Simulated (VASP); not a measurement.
Runs of VASP 6.6.1 on MnHg3. The structure is that of space group Pm-3m (No. 221), or close to it. The cells are those of the table. 

```csv
cell,gap on the mesh (eV),pressure (GPa),moment (μB)
"a = 4.526 Å, 4 atoms",none,-2.9,(b)
"a = 4.454 Å, 4 atoms",none,-1.0,(a)
"a = 4.343 Å, 4 atoms",none,2.9,4.03
"a = 4.265 Å, 4 atoms",none,6.6,3.71
"a = 4.560 Å, 4 atoms",none,-3.6,4.30
"a = 4.418 Å, 4 atoms",none,0.1,4.24
"a = 4.305 Å, 4 atoms",none,4.7,3.88
"a = 4.381 Å, 4 atoms",none,1.4,4.15
```

Alike in all rows: task single point; level PBE; potentials or basis VASP PAW PBE potentials, release 64 (Mn_pv, Hg); spin collinear, ferromagnetic start; k mesh 5 × 5 × 5; cutoff (eV) 520; smearing gaussian 0.1 eV.

Question: Fill in the values left out.

Answer: (a) 4.28; (b) 4.29.

Caveats: spin-orbit coupling is left out, which moves the levels of the heavy elements; the cell stands under pressure (at least some runs); the cell stands under tension (at least some runs).

A k mesh can miss the band edges, and the runs leave out spin-orbit coupling on Hg.

A gap of «none» marks levels without a gap at the run's occupations.
